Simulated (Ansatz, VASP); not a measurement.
Two plane-wave programs on KF

File INCAR:

```
PREC = Accurate
ENCUT = 600
EDIFF = 1E-6
ISMEAR = 0
SIGMA = 0.1
LREAL = F
LASPH = T
NELM = 120
ALGO = Normal
ISIF = 2
LWAVE = F
LCHARG = T
GGA = PE
LELF = T
LVHAR = T
NBANDS = 15
GGA_COMPAT = F
```

The input KPOINTS:

```
Automatic mesh
0
Gamma
  6 6 6
```

File POSCAR:

```
KF
1.0
    0.0000000000      2.6735000600      2.6735000600
    2.6735000600      0.0000000000      2.6735000600
    2.6735000600      2.6735000600      0.0000000000
K F
1 1
Direct
    0.0000000000      0.0000000000      0.0000000000
    0.5000000000      0.5000000000      0.5000000000
```

Input for Ansatz:

```yaml
crystal:
  lattice:
    - [0.0, 2.67350006, 2.67350006]
    - [2.67350006, 0.0, 2.67350006]
    - [2.67350006, 2.67350006, 0.0]
  atoms:
    - { symbol: K, position: [0.0, 0.0, 0.0] }
    - { symbol: F, position: [0.5, 0.5, 0.5] }
basis:
  ecutwfc: 420
kpoints:
  mp_grid: { grid: [6, 6, 6] }
hamiltonian:
  xc: pbe
scf:
  occupations: { method: gaussian, width: 0.1 }
  lower_state_search: "off"
output:
  forces: true
  stress: true
  eigenvalues: true
```

Alike in both runs: task single point; functional PBE; k mesh 6 × 6 × 6; occupations gaussian, width 0.1 eV; no spin polarisation.

```csv
,VASP,Ansatz
version,VASP 6.6.1,Ansatz 0.2.0
potentials or method,"VASP PAW PBE potentials, release 64 (K_sv, F), cutoff 600 eV","scalar-relativistic, plane waves, PAW"
valence electrons in the cell,16,16
```

Ansatz gave:

```
gap on the k mesh at the Fermi level (eV) : 6.17
least direct gap on the mesh (eV)         : 6.17
pressure (GPa)                            : 1.3
```

Question: Which values does VASP return?

Answer: gap on the k mesh at the Fermi level (eV): 6.16; least direct gap on the mesh (eV): 6.16; pressure (GPa): 1.3.

The functional is the same, so the differences come from potentials, cutoffs and numerics.
